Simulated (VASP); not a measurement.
# Be2C (Fm-3m) in VASP: further runs, part 2 of 2

VASP 6.6.1. The steps go on from the part before.

### 3 Single point, PBE+D4

This run uses another cell than the first one, of 6.63 Å³/atom, 1.024 times its volume.

The input, INCAR:

```
SYSTEM = Be2C
PREC = Accurate
ENCUT = 600
EDIFF = 1E-6
ISMEAR = 0
SIGMA = 0.01
LREAL = .False.
LASPH = .True.
NELM = 120
ALGO = Normal
ISIF = 2
LWAVE = .False.
LCHARG = .True.
GGA = PE
IVDW = 13
LELF = .True.
LVHAR = .True.
NBANDS = 11
GGA_COMPAT = .False.
```

The input, KPOINTS:

```
Automatic mesh
0
Gamma
  6 6 6
  0 0 0
```

The input, POSCAR:

```
Be2C
1.0
    0.0000000000      2.1508616682      2.1508616682
    2.1508616682      0.0000000000      2.1508616682
    2.1508616682      2.1508616682      0.0000000000
Be C
2 1
Direct
    0.2500000000      0.2500000000      0.2500000000
    0.7500000000      0.7500000000      0.7500000000
    0.0000000000      0.0000000000      0.0000000000
```

Potentials or basis: VASP PAW PBE potentials, release 64 (Be, C).

Launch:

```bash
> cat potpaw_PBE.64/Be/POTCAR potpaw_PBE.64/C/POTCAR > POTCAR
> mpirun -np 1 vasp_std > vasp.out
```

OUTCAR:

```text
SYSTEM = Be2C
   PREC = Accurate
   ENCUT = 600
   EDIFF = 1E-6
   ISMEAR = 0
   LREAL = .False.
   LASPH = .True.
   NELM = 120
   ISIF = 2
   GGA = PE
   IVDW = 13

 ion  position               nearest neighbor table
   1  0.250  0.250  0.250-   3 1.86   3 1.86   3 1.86   3 1.86   2 2.15   2 2.15   2 2.15   2 2.15
                             2 2.15   2 2.15
   2  0.750  0.750  0.750-   3 1.86   3 1.86   3 1.86   3 1.86   1 2.15   1 2.15   1 2.15   1 2.15
                             1 2.15   1 2.15
   3  0.000  0.000  0.000-   2 1.86   2 1.86   2 1.86   1 1.86   2 1.86   1 1.86   1 1.86   1 1.86

  LATTYP: Found a face centered cubic cell.
 ALAT       =     4.3017233364

  Lattice vectors:

 A1 = (   0.0000000000,   2.1508616682,   2.1508616682)
 A2 = (   2.1508616682,   0.0000000000,   2.1508616682)
 A3 = (   2.1508616682,   2.1508616682,   0.0000000000)

Analysis of symmetry for initial positions (statically):
=====================================================================
 Subroutine PRICEL returns:
 Original cell was already a primitive cell.

 Routine SETGRP: Setting up the symmetry group for a
 face centered cubic supercell.

 Subroutine GETGRP returns: Found 48 space group operations
 (whereof 48 operations were pure point group operations)
 out of a pool of 48 trial point group operations.

The static configuration has the point symmetry O_h .

Analysis of symmetry for dynamics (positions and initial velocities):
=====================================================================
 Subroutine PRICEL returns:
 Original cell was already a primitive cell.

 Routine SETGRP: Setting up the symmetry group for a
 face centered cubic supercell.

 Subroutine GETGRP returns: Found 48 space group operations
 (whereof 48 operations were pure point group operations)
 out of a pool of 48 trial point group operations.

The dynamic configuration has the point symmetry O_h .

 Subroutine INISYM returns: Found 48 space group operations
[... 118 lines left out ...]
   IVDW    =    13    specifies the selected vdW correction
   LEPSILON=     F    determine dielectric tensor
   LRPA    =     F    only Hartree local field effects (RPA)
 non-spin polarized calculation
 Gauss-broadening in eV      SIGMA  =   0.01
  energy-cutoff  :      600.00
  volume of cell :       19.90
 maximum number of plane-waves:       680
   NGX = 13   NGY = 13   NGZ = 13

 number of electron       8.0000000 magnetization

 Free energy of the ion-electron system (eV)
  ---------------------------------------------------
  ext. energy  EPLUGINS =         0.00000000
  ---------------------------------------------------
  free energy    TOTEN  =       -17.44567838 eV

  energy without entropy =      -17.44567838  energy(sigma->0) =      -17.44567838

 E-fermi :   7.9734     XC(G=0): -11.5127

 val. band max:        7.9189629958   @ k =   0.0000   0.0000   0.0000
 cond. band min:       9.0822244850   @ k =   0.5000   0.5000   0.0000
 fundamental gap:      1.1632614892
 Fermi energy:         7.9733675185

 k-point     1 :       0.0000    0.0000    0.0000
  band No.  band energies     occupation
      1      -7.2628      2.00000
      2       7.9190      2.00000
      3       7.9190      2.00000
      4       7.9190      2.00000
      5      12.0800      0.00000
      6      12.0800      0.00000
      7      12.0800      0.00000
      8      14.8810      0.00000
      9      21.2341      0.00000
     10      21.2341      0.00000
     11      21.2341      0.00000
[... 197 lines left out ...]
 k-point    16 :      -0.3333    0.5000    0.1667
  band No.  band energies     occupation
      1      -3.3547      2.00000
      2       1.4818      2.00000
      3       1.8886      2.00000
      4       2.4731      2.00000
      5      11.9806      0.00000
      6      15.6054      0.00000
      7      18.0379      0.00000
      8      20.0053      0.00000
      9      21.9305      0.00000
     10      23.2491      0.00000
     11      24.8866      0.00000

------------------------ aborting loop because EDIFF is reached ----------------------------------------

  DFT-D4 for vdW energy calculation

  Edisp (eV):   -0.49406

  FORCE on cell =-STRESS in cart. coord.  units (eV):
  Direction    XX          YY          ZZ          XY          YZ          ZX
  --------------------------------------------------------------------------------------
  -------------------------------------------------------------------------------------
  Total       0.03238     0.03238     0.03238    -0.00000     0.00000    -0.00000
  in kB       2.60649     2.60649     2.60649    -0.00000     0.00000    -0.00000
  external pressure =        2.61 kB  Pullay stress =        0.00 kB

 VOLUME and BASIS-vectors are now :
 -----------------------------------------------------------------------------
  energy-cutoff  :      600.00
  volume of cell :       19.90
      direct lattice vectors                 reciprocal lattice vectors
     0.000000000  2.150861668  2.150861668    -0.232464973  0.232464973  0.232464973
     2.150861668  0.000000000  2.150861668     0.232464973 -0.232464973  0.232464973
     2.150861668  2.150861668  0.000000000     0.232464973  0.232464973 -0.232464973

 POSITION                                       TOTAL-FORCE (eV/Angst)
 -----------------------------------------------------------------------------------
      1.07543      1.07543      1.07543         0.000000      0.000000      0.000000
      3.22629      3.22629      3.22629        -0.000000     -0.000000     -0.000000
      0.00000      0.00000      0.00000        -0.000000      0.000000     -0.000000
 -----------------------------------------------------------------------------------
    total drift:                               -0.000000     -0.000000      0.000000

  FREE ENERGIE OF THE ION-ELECTRON SYSTEM (eV)
  ---------------------------------------------------
  free  energy   TOTEN  =       -17.9397353157 eV

  energy  without entropy=      -17.9397353157  energy(sigma->0) =      -17.93973532
```

OSZICAR:

```text
N       E                     dE             d eps       ncg     rms          rms(c)
DAV:   1     0.835793780054E+01    0.83579E+01   -0.43134E+03   352   0.752E+02
DAV:   2    -0.174838986216E+02   -0.25842E+02   -0.24448E+02   448   0.132E+02
DAV:   3    -0.185698746053E+02   -0.10860E+01   -0.10789E+01   475   0.217E+01
DAV:   4    -0.185761053282E+02   -0.62307E-02   -0.62291E-02   406   0.184E+00
DAV:   5    -0.185761365328E+02   -0.31205E-04   -0.31204E-04   440   0.129E-01    0.540E+00
DAV:   6    -0.175114132656E+02    0.10647E+01   -0.30311E+00   364   0.838E+00    0.214E+00
DAV:   7    -0.174551268311E+02    0.56286E-01   -0.20211E-01   435   0.310E+00    0.129E+00
DAV:   8    -0.174459155042E+02    0.92113E-02   -0.11850E-02   376   0.124E+00    0.220E-01
DAV:   9    -0.174456795339E+02    0.23597E-03   -0.34940E-04   434   0.118E-01    0.120E-01
DAV:  10    -0.174456789768E+02    0.55708E-06   -0.16451E-04   409   0.870E-02    0.119E-02
DAV:  11    -0.174456784799E+02    0.49693E-06   -0.19870E-05   424   0.234E-02    0.269E-03
DAV:  12    -0.174456783836E+02    0.96272E-07   -0.71569E-07   218   0.621E-03
   1 F= -.17939735E+02 E0= -.17939735E+02  d E =-.109503E-16
```

stdout:

```text
POSCAR found type information on POSCAR BeC
 POSCAR found :  2 types and       3 ions
 scaLAPACK will be used
 LDA part: xc-table for (Slater+PW92), standard interpolation
 POSCAR, INCAR and KPOINTS ok, starting setup
 FFT: planning ... GRIDC
 FFT: planning ... GRID_SOFT
 FFT: planning ... GRID
 WAVECAR not read
 entering main loop
```

It used 7.9 s of CPU time on 1 thread of AMD EPYC 7R13 Processor (Zen 3), on a shared host.

What came out:

```yaml
Free_energy: -17.9397 eV
Pressure: 0.3 GPa
Band_gap_on_the_k_mesh: 1.16 eV, indirect (least direct gap 4.16 eV)
Dispersion_energy_per_atom: -0.165 eV
```

Levels at points of the mesh, in eV from the valence-band top:
```csv
k point,band 1,band 2,band 3,band 4,band 5,band 6,band 7,band 8,band 9
"(0.00, 0.00, 0.00)",-15.18,0.00,0.00,0.00,4.16,4.16,4.16,6.96,13.32
"(0.50, 0.00, 0.00)",-12.27,-8.85,-1.86,-1.86,5.04,5.04,7.21,9.94,14.71
"(0.50, 0.50, 0.00)",-11.52,-6.85,-4.81,-4.81,1.16,5.85,13.45,13.45,15.59
```

Caveat: the k points lie up to 0.42 Å⁻¹ apart. PBE gaps usually lie below the measured ones, often by a third to a half.

### 4 Relaxation of cell and atoms, LDA

This run uses another cell than the first one, of 6.77 Å³/atom, 1.044 times its volume.

The input, INCAR:

```
SYSTEM = Be2C
PREC = Accurate ; ENCUT = 600
EDIFF = 1E-7 ; ISMEAR = 0
SIGMA = 0.01 ; LREAL = .FALSE.
LASPH = .TRUE. ; NELM = 120
ALGO = Normal ; ISIF = 3
LWAVE = .FALSE. ; LCHARG = .FALSE.
IBRION = 2 ; NSW = 80
EDIFFG = -0.01 ; GGA_COMPAT = .FALSE.
NELMIN = 4
```

The input, KPOINTS:

```
Automatic mesh
0
G
  6 6 6
  0 0 0
```

The input, POSCAR:

```
Be2C
1.0
    0.0000000000      2.1650000000      2.1650000000
    2.1650000000      0.0000000000      2.1650000000
    2.1650000000      2.1650000000      0.0000000000
Be C
2 1
Direct
    0.2500000000      0.2500000000      0.2500000000
    0.7500000000      0.7500000000      0.7500000000
    0.0000000000      0.0000000000      0.0000000000
```

Potentials or basis: VASP PAW LDA potentials, release 64 (Be, C).

Launch:

```bash
> cat potpaw_LDA.64/Be/POTCAR potpaw_LDA.64/C/POTCAR > POTCAR
> mpirun -np 1 vasp_std > vasp.out
```

It used 8.3 s of CPU time on 1 thread of AMD EPYC 7R13 Processor (Zen 3) (shared host).

It converged, with:

* Free energy: -19.4281 eV
* Relaxed volume: 6.49 Å³/atom
* Relaxed cell: a = 3.020 Å, b = 3.020 Å, c = 3.020 Å, α = 60.00°, β = 60.00°, γ = 60.00°
* Space group after relaxing (to 0.05 Å): Fm-3m (No. 225)
* Energy gained by relaxing: 7.2 meV/atom
* Ionic steps: 3
* Pressure after relaxing: 0.0 GPa
* Band gap on the k mesh: 1.19 eV, indirect (least direct gap 4.09 eV)

The path:
| step | energy change (eV) | largest force (eV/Å) | pressure (GPa) | volume (Å³) |
| --- | --- | --- | --- | --- |
| 1 | 0.0000 | 0.0000 | -8.24 | 20.30 |
| 2 | -0.0204 | 0.0000 | 2.15 | 19.29 |
| 3 | -0.0216 | 0.0000 | 0.01 | 19.48 |

Final structure:
```
Be C
1.0
     0.00000    2.13557    2.13557
     2.13557    0.00000    2.13557
     2.13557    2.13557    0.00000
Be C
2 1
Direct
  0.25000 0.25000 0.25000
  0.75000 0.75000 0.75000
  0.00000 0.00000 0.00000
```

Levels at points of the mesh, in eV from the valence-band top:
```tsv
k point	band 2	band 3	band 4	band 5	band 6	band 7
(0.00, 0.00, 0.00)	0.00	0.00	0.00	4.09	4.09	4.09
(0.50, 0.00, 0.00)	-8.94	-1.91	-1.91	5.00	5.00	7.57
(0.50, 0.50, 0.00)	-6.84	-4.91	-4.91	1.19	6.09	13.52
```

A k mesh can miss the band edges. Zero-point motion and thermal expansion aren't in these numbers.

### 5 Relaxation of cell and atoms, PBE+D4

This run uses another cell than the first one, of 6.77 Å³/atom, 1.044 times its volume.

The input, INCAR:

```
SYSTEM = Be2C
ALGO = Normal
EDIFF = 1E-7
EDIFFG = -0.01
ENCUT = 600
GGA = PE
GGA_COMPAT = .FALSE.
IBRION = 2
ISIF = 3
ISMEAR = 0
IVDW = 13
LASPH = .TRUE.
LCHARG = .FALSE.
LREAL = .FALSE.
LWAVE = .FALSE.
NELM = 120
NELMIN = 4
NSW = 80
PREC = Accurate
SIGMA = 0.01
```

The input, KPOINTS:

```
k-points
0
G
  6 6 6
  0 0 0
```

POSCAR is that of step 4.

Potentials or basis: VASP PAW PBE potentials, release 64 (Be, C).

Launch:

```bash
> cat potpaw_PBE.64/Be/POTCAR potpaw_PBE.64/C/POTCAR > POTCAR
> mpirun -np 1 vasp_std > vasp.out
```

OUTCAR:

```text
SYSTEM = Be2C
   EDIFF = 1E-7
   EDIFFG = -0.01
   ENCUT = 600
   GGA = PE
   IBRION = 2
   ISIF = 3
   ISMEAR = 0
   IVDW = 13
   LASPH = .TRUE.
   LREAL = .FALSE.
   NELM = 120
   NELMIN = 4
   NSW = 80
   PREC = Accurate

 ion  position               nearest neighbor table
   1  0.250  0.250  0.250-   3 1.87   3 1.87   3 1.87   3 1.87   2 2.17   2 2.17   2 2.17   2 2.17
                             2 2.17   2 2.17
   2  0.750  0.750  0.750-   3 1.87   3 1.87   3 1.87   3 1.87   1 2.17   1 2.17   1 2.17   1 2.17
                             1 2.17   1 2.17
   3  0.000  0.000  0.000-   2 1.87   2 1.87   2 1.87   1 1.87   2 1.87   1 1.87   1 1.87   1 1.87

  LATTYP: Found a face centered cubic cell.
 ALAT       =     4.3300000000

  Lattice vectors:

 A1 = (   0.0000000000,   2.1650000000,   2.1650000000)
 A2 = (   2.1650000000,   0.0000000000,   2.1650000000)
 A3 = (   2.1650000000,   2.1650000000,   0.0000000000)

Analysis of symmetry for initial positions (statically):
=====================================================================
 Subroutine PRICEL returns:
 Original cell was already a primitive cell.

 Routine SETGRP: Setting up the symmetry group for a
 face centered cubic supercell.

 Subroutine GETGRP returns: Found 48 space group operations
 (whereof 48 operations were pure point group operations)
 out of a pool of 48 trial point group operations.

The static configuration has the point symmetry O_h .

Analysis of symmetry for dynamics (positions and initial velocities):
=====================================================================
 Subroutine PRICEL returns:
 Original cell was already a primitive cell.

 Routine SETGRP: Setting up the symmetry group for a
 face centered cubic supercell.

 Subroutine GETGRP returns: Found 48 space group operations
 (whereof 48 operations were pure point group operations)
 out of a pool of 48 trial point group operations.

The dynamic configuration has the point symmetry O_h .

 Subroutine INISYM returns: Found 48 space group operations
 (whereof 48 operations are pure point group operations),
 and found     1 'primitive' translations

[... 86 lines left out ...]
   NELM   =    120;   NELMIN=  4; NELMDL= -5     # of ELM steps
   EDIFF  = 0.1E-06   stopping-criterion for ELM
   LREAL  =      F    real-space projection
   EDIFFG = -.1E-01   stopping-criterion for IOM
   NSW    =     80    number of steps for IOM
   IBRION =      2    ionic relax: 0-MD 1-quasi-New 2-CG
   NFREE  =      1    steps in history (QN), initial steepest desc. (CG)
   ISIF   =      3    stress and relaxation
   ISYM   =      2    0-nonsym 1-usesym 2-fastsym
   POTIM  = 0.5000    time-step for ionic-motion
   TEBEG  =    0.0;   TEEND  =   0.0 temperature during run
   PSTRESS=    0.0 pullay stress
   NELECT =       8.0000    total number of electrons
   NUPDOWN=      -1.0000    fix difference up-down
   EMIN   =  10.00;   EMAX   =-10.00  energy-range for DOS
   EFERMI =   0.00;   METHOD = LEGACY
   ISMEAR =     0;   SIGMA  =   0.01  broadening in eV -4-tet -1-fermi 0-gaus
   EFERMI_NEDOS =   21; number of points for ismear=-14 and -15
   IALGO  =     38    algorithm
   IMIX   =      4    mixing-type and parameters
     AMIX     =   0.40;   BMIX     =  1.00
     AMIX_MAG =   1.60;   BMIX_MAG =  1.00
  volume/ion in A,a.u.               =       6.77        45.65
  Fermi-wavevector in a.u.,A,eV,Ry     =   1.200338  2.268310 19.603432  1.440812
  Thomas-Fermi vector in A             =   2.336177
   LORBIT       =      0    0 simple, 1 ext, 2 COOP (PROOUT), +10 PAW based schemes
   GGA     = PE    functional components
   LHFCALC =     F    Hartree Fock is set to
   AEXX    =    0.0000 exact exchange contribution
   IVDW    =    13    specifies the selected vdW correction
   LEPSILON=     F    determine dielectric tensor
   LRPA    =     F    only Hartree local field effects (RPA)
 conjugate gradient relaxation of ions
 non-spin polarized calculation
 Gauss-broadening in eV      SIGMA  =   0.01
  energy-cutoff  :      600.00
  volume of cell :       20.30
 maximum number of plane-waves:       700
   NGX = 13   NGY = 13   NGZ = 13

--------------------------------------- Ionic step        1  -------------------------------------------

 number of electron       8.0000000 magnetization

 Free energy of the ion-electron system (eV)
  ---------------------------------------------------
  ext. energy  EPLUGINS =         0.00000000
  ---------------------------------------------------
  free energy    TOTEN  =       -17.45107832 eV

  energy without entropy =      -17.45107832  energy(sigma->0) =      -17.45107832

------------------------ aborting loop because EDIFF is reached ----------------------------------------

  DFT-D4 for vdW energy calculation

  Edisp (eV):   -0.48471
[... 73 lines left out ...]
--------------------------------------- Ionic step        3  -------------------------------------------

 number of electron       8.0000000 magnetization

 Free energy of the ion-electron system (eV)
  ---------------------------------------------------
  ext. energy  EPLUGINS =         0.00000000
  ---------------------------------------------------
  free energy    TOTEN  =       -17.44665770 eV

  energy without entropy =      -17.44665770  energy(sigma->0) =      -17.44665770

 E-fermi :   8.0124     XC(G=0): -11.5082

 val. band max:        7.9075634248   @ k =   0.0000   0.0000   0.0000
 cond. band min:       9.0703678006   @ k =   0.5000   0.5000   0.0000
 fundamental gap:      1.1628043758
 Fermi energy:         8.0123852047

 k-point     1 :       0.0000    0.0000    0.0000
  band No.  band energies     occupation
      1      -7.2657      2.00000
      2       7.9076      2.00000
      3       7.9076      2.00000
      4       7.9076      2.00000
      5      12.0665      0.00000
      6      12.0665      0.00000
      7      12.0665      0.00000
      8      14.8568      0.00000
[... 197 lines left out ...]
  FREE ENERGIE OF THE ION-ELECTRON SYSTEM (eV)
  ---------------------------------------------------
  free  energy   TOTEN  =       -17.9401640147 eV

  energy  without entropy=      -17.9401640147  energy(sigma->0) =      -17.94016401

 reached required accuracy - stopping structural energy minimisation
```

CONTCAR:

```text
Be2C
   1.00000000000000
    -0.0000000000000000    2.1516857002703782    2.1516857002703782
     2.1516857002703782    0.0000000000000000    2.1516857002703782
     2.1516857002703782    2.1516857002703782    0.0000000000000000
  Be              C
     2     1
Direct
     0.2500000000000000    0.2500000000000000    0.2500000000000000
     0.7500000000000000    0.7500000000000000    0.7500000000000000
     0.0000000000000000    0.0000000000000000    0.0000000000000000

  0.00000000E+00  0.00000000E+00  0.00000000E+00
  0.00000000E+00  0.00000000E+00  0.00000000E+00
  0.00000000E+00  0.00000000E+00  0.00000000E+00
```

It used 16 s of CPU time on 1 thread of AMD EPYC 7R13 Processor (Zen 3), with other jobs on the host.

What came out:

- Free energy: -17.9402 eV
- Relaxed volume: 6.64 Å³/atom
- Relaxed cell: a = 3.043 Å, b = 3.043 Å, c = 3.043 Å, α = 60.00°, β = 60.00°, γ = 60.00°
- Space group after relaxing (to 0.05 Å): Fm-3m (No. 225)
- Energy gained by relaxing: 1.5 meV/atom
- Ionic steps: 3
- Pressure after relaxing: 0.0 GPa
- Band gap on the k mesh: 1.16 eV, indirect (least direct gap 4.16 eV)
- Dispersion energy per atom: -0.165 eV

Step by step:
| step | energy change (eV) | largest force (eV/Å) | pressure (GPa) | volume (Å³) |
| --- | --- | --- | --- | --- |
| 1 | 0.0000 | 0.0000 | -3.70 | 20.30 |
| 2 | -0.0041 | 0.0000 | 0.90 | 19.84 |
| 3 | -0.0044 | 0.0000 | 0.01 | 19.92 |

Final structure:
```
CELL_PARAMETERS angstrom
0.00000 2.15169 2.15169
2.15169 0.00000 2.15169
2.15169 2.15169 0.00000
ATOMIC_POSITIONS crystal
Be 0.25000 0.25000 0.25000
Be 0.75000 0.75000 0.75000
C 0.00000 0.00000 0.00000
```

Levels at points of the mesh, in eV from the valence-band top:
| k point | band 1 | band 2 | band 3 | band 4 | band 5 | band 6 | band 7 | band 8 |
| --- | --- | --- | --- | --- | --- | --- | --- | --- |
| (0.00, 0.00, 0.00) | -15.17 | 0.00 | 0.00 | 0.00 | 4.16 | 4.16 | 4.16 | 6.95 |
| (0.50, 0.00, 0.00) | -12.26 | -8.84 | -1.86 | -1.86 | 5.04 | 5.04 | 7.20 | 9.93 |
| (0.50, 0.50, 0.00) | -11.51 | -6.84 | -4.80 | -4.80 | 1.16 | 5.85 | 13.44 | 13.44 |

A k mesh can miss the band edges.

### 6 The runs side by side

```csv
task,level,potentials or basis,cell,gap on the mesh (eV),pressure (GPa),relaxed volume (Å³/atom)
single point,LDA,"VASP PAW LDA potentials, release 64 (Be, C)","a = 3.018 Å, angles 60.0°, 3 atoms",1.20,0.5,-
single point,PBE+D4,"VASP PAW PBE potentials, release 64 (Be, C)","a = 3.042 Å, angles 60.0°, 3 atoms",1.16,0.3,-
relaxation of cell and atoms,LDA,"VASP PAW LDA potentials, release 64 (Be, C)","relaxed from a = 3.062 Å, angles 60.0°, 3 atoms",1.19,0.0,6.49
relaxation of cell and atoms,PBE+D4,"VASP PAW PBE potentials, release 64 (Be, C)","relaxed from a = 3.062 Å, angles 60.0°, 3 atoms",1.16,0.0,6.64
```

Alike in all rows: no spin polarisation; k mesh 6 × 6 × 6; cutoff (eV) 600; smearing gaussian 0.01 eV.

Caveats: some runs use coarse meshes.

Absolute energies hang on the potentials; compare differences alone.
